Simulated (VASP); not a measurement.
Set up this calculation in VASP 6.6.1, as the native input.

| Quantity | Value |
| --- | --- |
| Task | single point |
| Functional | PBE |
| Potentials or basis | VASP PAW PBE potentials, release 64 (In_d, Ga_d, Sb, N) |
| Cutoff | 520 eV |
| k mesh | 4 × 4 × 1 |
| Occupations | gaussian, width 0.15 eV |
| Spin | no spin polarisation |
| Dipole correction | no |
| Further INCAR settings | ALGO = Normal; EDIFF = 1e-07; NBANDS = 46 |

The structure of In3GaSb2N2 lies in POSCAR:

```
In3GaSb2N2
1.0
    3.3804125966      0.0000000000      0.0000000000
   -1.6902062983      2.9275231839      0.0000000000
    0.0000000000      0.0000000000     16.8913079070
In Ga Sb N
3 1 2 2
Direct
    0.6666666667      0.3333333333      0.6156727587
    0.6666666667      0.3333333333      0.9290937203
    0.0000000000      0.0000000000      0.0909658875
    0.0000000000      0.0000000000      0.4210753558
    0.0000000000      0.0000000000      0.7833923125
    0.6666666667      0.3333333333      0.2276775305
    0.3333333333      0.6666666667      0.4277573601
    0.3333333333      0.6666666667      0.0043660046
```

One way to write it, as run:

INCAR

```
  PREC = Accurate
  ENCUT = 520
  EDIFF = 1E-7
  ISMEAR = 0
  SIGMA = 0.15
  LREAL = False
  LASPH = True
  NELM = 100
  ALGO = Normal
  ISIF = 2
  LWAVE = False
  LCHARG = False
  GGA = PE
  NBANDS = 46
```

KPOINTS

```
Automatic mesh
0
Gamma
  4 4 1
```

Potentials or basis: VASP PAW PBE potentials, release 64 (In_d, Ga_d, Sb, N).

Command:

```bash
$ cat potpaw_PBE.64/In_d/POTCAR potpaw_PBE.64/Ga_d/POTCAR potpaw_PBE.64/Sb/POTCAR potpaw_PBE.64/N/POTCAR > POTCAR
$ mpirun -np 1 vasp_std > vasp.out
```

Results of the run:

| Item | Value |
| --- | --- |
| Pressure | -0.2 GPa |
| Largest force | 0.066 eV/Å |
| Band gap on the k mesh | zero (band 36 reaches 9.04 eV, above the bottom of band 37 at 6.46 eV) |

Caveat: the k points lie up to 0.54 Å⁻¹ apart; spin-orbit coupling is left out, which moves the levels of the heavy elements.

Run time: 60 s on 1 thread of Intel(R) Xeon(R) Platinum 8259CL CPU @ 2.50GHz (Skylake/Cascade Lake), with other jobs on the host, peak memory 0.31 GiB.
